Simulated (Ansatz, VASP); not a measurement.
# AlN in VASP and in Ansatz

Contents of INCAR:

```
SYSTEM = AlN
  PREC = Accurate
  ENCUT = 600
  EDIFF = 1E-6
  ISMEAR = -1
  SIGMA = 0.02
  LREAL = .FALSE.
  LASPH = .TRUE.
  NELM = 120
  ALGO = Normal
  ISIF = 2
  LWAVE = .FALSE.
  LCHARG = .FALSE.
  GGA = PS
  NBANDS = 11
  GGA_COMPAT = .FALSE.
```

File KPOINTS:

```
regular mesh
0
G
  8 8 8
  0 0 0
```

POSCAR

```
AlN
1.0
    0.0000000000      1.9690000000      2.0280700000
    1.9690000000      0.0000000000      2.0280700000
    1.9690000000      1.9690000000      0.0000000000
Al N
1 1
Direct
    0.0000000000      0.0000000000      0.0000000000
    0.5000000000      0.5000000000      0.5000000000
```

Input for Ansatz:

```yaml
crystal:
  lattice:
    - [0.0, 1.969, 2.02807]
    - [1.969, 0.0, 2.02807]
    - [1.969, 1.969, 0.0]
  atoms:
    - { symbol: Al, position: [0.0, 0.0, 0.0] }
    - { symbol: "N", position: [0.5, 0.5, 0.5] }
basis:
  ecutwfc: 520.0
kpoints:
  mp_grid:
    grid: [8, 8, 8]
hamiltonian:
  xc: pbesol
  pseudopotentials:
    kind: paw
scf:
  occupations:
    method: fermi_dirac
    width: 0.02
output:
  stress: true
```

Alike in both runs: task single point; functional PBEsol; k mesh 8 × 8 × 8; occupations fermi-dirac, width 0.02 eV; no spin polarisation.

|  | VASP | Ansatz |
| --- | --- | --- |
| version | VASP 6.6.1 | Ansatz 0.2.0 |
| potentials or method | VASP PAW PBE potentials, release 64 (Al, N), cutoff 600 eV | plane waves, PAW |
| valence electrons in the cell | 8 | 8 |

```tsv
	VASP	Ansatz	Ansatz less VASP
pressure (GPa)	15.1	15.3	+0.21
traceless stress, the component that is largest in VASP (GPa)	-7.31	-7.24	+0.061
```

VASP's potentials were made for PBE, not for PBEsol.
